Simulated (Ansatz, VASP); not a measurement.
One calculation of HgRu, two programs

File INCAR:

```
SYSTEM = HgRu
PREC = Accurate
ENCUT = 520
EDIFF = 1E-7
ISMEAR = 0
SIGMA = 0.1
LREAL = .False.
LASPH = .True.
NELM = 60
ALGO = Normal
ISIF = 2
LWAVE = .False.
LCHARG = .False.
GGA = PE
NBANDS = 20
```

The input KPOINTS:

```
regular mesh
0
Gamma
  6 6 6
  0 0 0
```

File POSCAR:

```
HgRu
1.0
    0.0000000000      2.7224788400      2.7224788400
    2.7224788400      0.0000000000      2.7224788400
    2.7224788400      2.7224788400      0.0000000000
Hg Ru
1 1
Direct
    0.0000000000      0.0000000000      0.0000000000
    0.5000000000      0.5000000000      0.5000000000
```

Input for Ansatz:

```yaml
crystal:
  lattice:
    - [0.0, 2.72247884, 2.72247884]
    - [2.72247884, 0.0, 2.72247884]
    - [2.72247884, 2.72247884, 0.0]
  atoms:
    - { symbol: Hg, position: [0.0, 0.0, 0.0] }
    - { symbol: Ru, position: [0.5, 0.5, 0.5] }
basis:
  ecutwfc: 420
kpoints:
  mp_grid: { grid: [6, 6, 6] }
hamiltonian:
  xc: pbe
scf:
  occupations: { method: gaussian, width: 0.1 }
  lower_state_search: "off"
output:
  forces: true
  stress: true
  eigenvalues: true
```

Change from the starting cell: species swapped into the SnTe type (Fm-3m, No. 225).

Alike in both runs: task single point; functional PBE; k mesh 6 × 6 × 6; occupations gaussian, width 0.1 eV; no spin polarisation.

|  | VASP | Ansatz |
| --- | --- | --- |
| version | VASP 6.6.1 | Ansatz 0.2.0 |
| potentials or method | VASP PAW PBE potentials, release 64 (Hg, Ru_pv), cutoff 520 eV | scalar-relativistic, plane waves, PAW |
| valence electrons in the cell | 26 | 36 |

VASP gave:

| Item | Value |
| --- | --- |
| gap on the k mesh at the Fermi level (eV) | none |
| pressure (GPa) | -1.5 |

Task: Which values does Ansatz return?

Result: gap on the k mesh at the Fermi level (eV): none; pressure (GPa): -2.2.

A gap of «none» marks a metal or a gap that the smearing closes. With one functional, cell and mesh, what is left measures potentials, basis and numerics. VASP's potentials hold 26 valence electrons a cell and Ansatz's 36, so a difference there can come from the potentials and not from the codes.

Neither program's run includes spin-orbit coupling.
